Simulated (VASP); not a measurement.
# MnO2 (P4_2/mnm) in VASP: single point with r2SCAN

Aim: the single point of MnO2 with r2SCAN.

All numbers are computed with VASP 6.6.1; they aren't measurements. Logs are shortened: lines on timing, memory, paths and dates and some standing lists are left out, and cuts for length are marked.

### Step 1. The cell of the first run

It takes space group P4_2/mnm (No. 136, tetragonal). The conventional cell has a = 4.398 Å, b = 4.398 Å, c = 2.863 Å, α = 90.00°, β = 90.00°, γ = 90.00°. Within 2.5 Å of Mn (site symmetry mmm) lie 6 O at 1.88 to 1.90 Å. Within 2.5 Å of O (site symmetry m2m) lie 3 Mn at 1.88 to 1.90 Å and 1 O at 2.42 Å.

### Step 2. Single point, r2SCAN, collinear spin, antiferromagnetic start

POSCAR

```
MnO2
1.0
    4.3981384358      0.0000000000      0.0000000000
    0.0000000000      4.3981384358      0.0000000000
    0.0000000000      0.0000000000      2.8632217649
Mn O
2 4
Direct
    0.0000000000      0.0000000000      0.0000000000
    0.5000000000      0.5000000000      0.5000000000
    0.3051202849      0.3051202849      0.0000000000
    0.1948797151      0.8051202849      0.5000000000
    0.6948797151      0.6948797151      0.0000000000
    0.8051202849      0.1948797151      0.5000000000
```

INCAR.step1

```
SYSTEM = MnO2
PREC = Accurate
ENCUT = 520
ISMEAR = 0
SIGMA = 0.05
LREAL = .False.
LASPH = .True.
NELM = 150
ISPIN = 2
MAGMOM = 3 -3 0 0 0 0
LMAXMIX = 4
NBANDS = 38
GGA = PE
ALGO = Normal
EDIFF = 1E-4
LWAVE = .True.
LCHARG = .False.
```

INCAR.step2

```
SYSTEM = MnO2
PREC = Accurate
ENCUT = 520
EDIFF = 1E-6
ISMEAR = 0
SIGMA = 0.05
LREAL = .False.
LASPH = .True.
NELM = 150
ALGO = Normal
ISIF = 2
LWAVE = .False.
LCHARG = .False.
ISPIN = 2
MAGMOM = 3 -3 0 0 0 0
LORBIT = 11
LMAXMIX = 4
METAGGA = R2SCAN
LMIXTAU = .True.
NBANDS = 38
ISTART = 1
```

KPOINTS

```
regular mesh
0
Gamma
  6 6 10
  0 0 0
```

Potentials or basis: VASP PAW PBE potentials, release 64 (Mn_pv, O).

Started as:

```bash
$ cat potpaw_PBE.64/Mn_pv/POTCAR potpaw_PBE.64/O/POTCAR > POTCAR
$ cp INCAR.step1 INCAR
$ mpirun -np 1 vasp_std > vasp.out
$ cp INCAR.step2 INCAR
$ mpirun -np 1 vasp_std > vasp.out
```

OUTCAR:

```text
SYSTEM = MnO2
   PREC = Accurate
   ENCUT = 520
   EDIFF = 1E-6
   ISMEAR = 0
   LREAL = .False.
   LASPH = .True.
   NELM = 150
   ISIF = 2
   ISPIN = 2
   LORBIT = 11
   METAGGA = R2SCAN
   ISTART = 1

 ion  position               nearest neighbor table
   1  0.000  0.000  0.000-   4 1.88   6 1.88   4 1.88   6 1.88   5 1.90   3 1.90
   2  0.500  0.500  0.500-   3 1.88   5 1.88   3 1.88   5 1.88   4 1.90   6 1.90
   3  0.305  0.305  0.000-   2 1.88   2 1.88   1 1.90
   4  0.195  0.805  0.500-   1 1.88   1 1.88   2 1.90
   5  0.695  0.695  0.000-   2 1.88   2 1.88   1 1.90
   6  0.805  0.195  0.500-   1 1.88   1 1.88   2 1.90

  LATTYP: Found a simple tetragonal cell.
 ALAT       =     4.3981384358
 C/A-ratio  =     0.6510076494

  Lattice vectors:

 A1 = (   4.3981384358,   0.0000000000,   0.0000000000)
 A2 = (   0.0000000000,   4.3981384358,   0.0000000000)
 A3 = (   0.0000000000,   0.0000000000,   2.8632217649)

Analysis of symmetry for initial positions (statically):
=====================================================================
 Subroutine PRICEL returns:
 Original cell was already a primitive cell.

 Routine SETGRP: Setting up the symmetry group for a
 simple tetragonal supercell.

 Subroutine GETGRP returns: Found 16 space group operations
 (whereof  8 operations were pure point group operations)
 out of a pool of 16 trial point group operations.

The static configuration has the point symmetry D_2h.
 The point group associated with its full space group is D_4h.

Analysis of symmetry for dynamics (positions and initial velocities):
=====================================================================
 Subroutine PRICEL returns:
 Original cell was already a primitive cell.

 Routine SETGRP: Setting up the symmetry group for a
 simple tetragonal supercell.

 Subroutine GETGRP returns: Found 16 space group operations
 (whereof  8 operations were pure point group operations)
 out of a pool of 16 trial point group operations.

The dynamic configuration has the point symmetry D_2h.
 The point group associated with its full space group is D_4h.

Analysis of structural, dynamic, and magnetic symmetry:
=====================================================================
 Subroutine PRICEL returns:
 Original cell was already a primitive cell.

 Routine SETGRP: Setting up the symmetry group for a
 simple tetragonal supercell.

 Subroutine GETGRP returns: Found 16 space group operations
 (whereof  8 operations were pure point group operations)
 out of a pool of 16 trial point group operations.

The overall configuration has the point symmetry D_2h.
 The point group associated with its full space group is D_4h.
[... 147 lines left out ...]

 number of electron      49.9999968 magnetization       0.0000000

 Free energy of the ion-electron system (eV)
  ---------------------------------------------------
  ext. energy  EPLUGINS =         0.00000000
  ---------------------------------------------------
  free energy    TOTEN  =       -65.50903076 eV

  energy without entropy =      -65.50903076  energy(sigma->0) =      -65.50903076

 E-fermi :   5.0376     XC(G=0): -12.8811

 val. band max:        4.8786575468   @ k =   0.5000   0.5000   0.0000
 cond. band min:       5.1998574162   @ k =   0.5000   0.5000   0.0000
 fundamental gap:      0.3211998694
 Fermi energy:         5.0375951147

 spin component 1

 k-point     1 :       0.0000    0.0000    0.0000
  band No.  band energies     occupation
      1     -47.8827      1.00000
      2     -47.8212      1.00000
      3     -47.7510      1.00000
      4     -44.0125      1.00000
      5     -43.9359      1.00000
      6     -43.9321      1.00000
[... 949 lines left out ...]
     36      20.0186      0.00000
     37      21.7900      0.00000

 [... further k-points ...]

 spin component 2

 k-point     1 :       0.0000    0.0000    0.0000
  band No.  band energies     occupation
      1     -47.8827      1.00000
      2     -47.8212      1.00000
      3     -47.7510      1.00000
      4     -44.0125      1.00000
      5     -43.9359      1.00000
      6     -43.9321      1.00000
[... 949 lines left out ...]
     36      20.0186      0.00000
     37      21.7900      0.00000

 [... further k-points ...]

 [bands above 37 left out]

------------------------ aborting loop because EDIFF is reached ----------------------------------------

  FORCE on cell =-STRESS in cart. coord.  units (eV):
  Direction    XX          YY          ZZ          XY          YZ          ZX
  --------------------------------------------------------------------------------------
  -------------------------------------------------------------------------------------
  Total       -0.3951144     -0.3951144      0.0489306     -0.0000000      0.0000000      0.0000000
  in kB      -11.4298531    -11.4298531      1.4154627     -0.0000000      0.0000000      0.0000000
  external PRESSURE =      -7.1480812 kB  Pullay stress =       0.0000000 kB

 VOLUME and BASIS-vectors are now :
 -----------------------------------------------------------------------------
  energy-cutoff  :      520.00
  volume of cell :       55.39
      direct lattice vectors                 reciprocal lattice vectors
     4.398138436  0.000000000  0.000000000     0.227368923  0.000000000  0.000000000
     0.000000000  4.398138436  0.000000000     0.000000000  0.227368923  0.000000000
     0.000000000  0.000000000  2.863221765     0.000000000  0.000000000  0.349256915

 POSITION                                       TOTAL-FORCE (eV/Angst)
 -----------------------------------------------------------------------------------
      0.00000      0.00000      0.00000        -0.000000     -0.000000     -0.000000
      2.19907      2.19907      1.43161        -0.000000     -0.000000     -0.000000
      1.34196      1.34196      0.00000        -0.054913     -0.054913      0.000000
      0.85711      3.54103      1.43161         0.054913     -0.054913     -0.000000
      3.05618      3.05618      0.00000         0.054913      0.054913     -0.000000
      3.54103      0.85711      1.43161        -0.054913      0.054913     -0.000000
 -----------------------------------------------------------------------------------
    total drift:                                0.000000      0.000000      0.000000

  FREE ENERGIE OF THE ION-ELECTRON SYSTEM (eV)
  ---------------------------------------------------
  free  energy   TOTEN  =       -65.5090307629 eV

  energy  without entropy=      -65.5090307564  energy(sigma->0) =      -65.50903076

 total charge

# of ion       s       p       d       tot
------------------------------------------
    1        0.382   6.470   4.838  11.690
    2        0.382   6.470   4.838  11.690
    3        1.574   3.499   0.000   5.072
    4        1.574   3.499   0.000   5.072
    5        1.574   3.499   0.000   5.072
    6        1.574   3.499   0.000   5.072
--------------------------------------------------
tot          7.059  26.935   9.677  43.670

 magnetization (x)

# of ion       s       p       d       tot
------------------------------------------
    1        0.011   0.023   2.673   2.707
    2       -0.011  -0.023  -2.673  -2.707
    3       -0.002  -0.045   0.000  -0.047
    4        0.002   0.045   0.000   0.047
    5       -0.002  -0.045   0.000  -0.047
    6        0.002   0.045   0.000   0.047
--------------------------------------------------
tot          0.000   0.000   0.000   0.000
```

OUTCAR.step1:

```text
SYSTEM = MnO2
   PREC = Accurate
   ENCUT = 520
   ISMEAR = 0
   LREAL = .False.
   LASPH = .True.
   NELM = 150
[... 2185 lines left out ...]
      0.85711      3.54103      1.43161         0.145020     -0.145020      0.000000
      3.05618      3.05618      0.00000         0.145020      0.145020     -0.000000
      3.54103      0.85711      1.43161        -0.145020      0.145020     -0.000000
 -----------------------------------------------------------------------------------
    total drift:                                0.000000      0.000000      0.000000

  FREE ENERGIE OF THE ION-ELECTRON SYSTEM (eV)
  ---------------------------------------------------
  free  energy   TOTEN  =       -47.9027770698 eV

  energy  without entropy=      -47.9011163112  energy(sigma->0) =      -47.90194669
```

OSZICAR.step1:

```text
N       E                     dE             d eps       ncg     rms          rms(c)
DAV:   1     0.619450254144E+03    0.61945E+03   -0.27114E+04  9328   0.160E+03
DAV:   2    -0.585162672522E+01   -0.62530E+03   -0.57111E+03  9358   0.475E+02
DAV:   3    -0.630976397480E+02   -0.57246E+02   -0.56035E+02 10164   0.155E+02
DAV:   4    -0.640859620800E+02   -0.98832E+00   -0.98619E+00 10176   0.217E+01
DAV:   5    -0.640952520929E+02   -0.92900E-02   -0.92894E-02  9786   0.219E+00    0.445E+01
DAV:   6    -0.590002495029E+02    0.50950E+01   -0.63413E+01 11044   0.949E+01    0.549E+01
DAV:   7    -0.504286338144E+02    0.85716E+01   -0.67502E+01  9896   0.100E+02    0.204E+01
DAV:   8    -0.482799142631E+02    0.21487E+01   -0.53099E+00 10252   0.220E+01    0.788E+00
DAV:   9    -0.478947658001E+02    0.38515E+00   -0.74229E-01 11358   0.107E+01    0.308E+00
DAV:  10    -0.479072204903E+02   -0.12455E-01   -0.20895E-01 10110   0.286E+00    0.169E+00
DAV:  11    -0.479048345113E+02    0.23860E-02   -0.18940E-02 10306   0.184E+00    0.805E-01
DAV:  12    -0.479033475124E+02    0.14870E-02   -0.37895E-03  9954   0.786E-01    0.334E-01
DAV:  13    -0.479027764052E+02    0.57111E-03   -0.71493E-04 10660   0.429E-01    0.103E-01
DAV:  14    -0.479027770698E+02   -0.66458E-06   -0.16644E-04  6440   0.923E-02
   1 F= -.47902777E+02 E0= -.47901947E+02  d E =-.166076E-02  mag=    -0.0000
```

Run time: 5.3 min. Hardware: 1 thread of Intel Xeon 6975P-C (Granite Rapids), shared host; peak memory 0.32 GiB.

What came out:

| Property | Result |
| --- | --- |
| Free energy | -65.5090 eV |
| Pressure | -0.7 GPa |
| Largest force | 0.078 eV/Å |
| Band gap on the k mesh | 0.32 eV |
| Net moment | 0.00 μB per cell |
| Site moments | Mn +2.71, -2.71; O -0.05, +0.05 (each value once) μB |
| Valence electrons inside the program's atomic spheres | Mn 11.69; O 5.07 |

Forces on the atoms (eV/Å):
```
Mn   0.000  0.000  0.000
Mn   0.000  0.000  0.000
O   -0.055 -0.055  0.000
O    0.055 -0.055  0.000
O    0.055  0.055  0.000
O   -0.055  0.055  0.000
```

Caveat: the PAW data sets were made with another functional, which shifts forces and pressure a little. A k mesh can miss the band edges.
